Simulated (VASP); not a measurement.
Input of a VASP 6.6.1 run:

Contents of INCAR:

```
  PREC = Accurate
  ENCUT = 600
  EDIFF = 1E-6
  ISMEAR = -1
  SIGMA = 0.05
  LREAL = F
  LASPH = T
  NELM = 200
  ALGO = Normal
  ISIF = 2
  LWAVE = F
  LCHARG = F
  ISPIN = 2
  MAGMOM = 1
  LORBIT = 11
  LMAXMIX = 4
  LDAU = T
  LDAUTYPE = 2
  LDAUL = 2
  LDAUU = 8
  LDAUJ = 0
  LDAUPRINT = 1
  GGA = PS
  NBANDS = 15
  GGA_COMPAT = F
```

File KPOINTS:

```
regular mesh
0
Gamma
  13 13 13
```

POSCAR

```
Ni
1.0
   -1.3837154700      1.3837154700      1.3837154700
    1.3837154700     -1.3837154700      1.3837154700
    1.3837154700      1.3837154700     -1.3837154700
Ni
1
Direct
    0.0000000000      0.0000000000      0.0000000000
```

Potentials or basis: VASP PAW PBE potentials, release 64 (Ni).

The run is started by

```console
$ cat potpaw_PBE.64/Ni/POTCAR > POTCAR
$ mpirun -np 1 vasp_std > vasp.out
```

(1) What does it give for the site moments?

(2) What does it give for the net moment?

Answers

(1) Ni +0.69 μB.

(2) 0.65 μB per cell.

Caveat: the U is typed as a test and isn't derived for this compound.
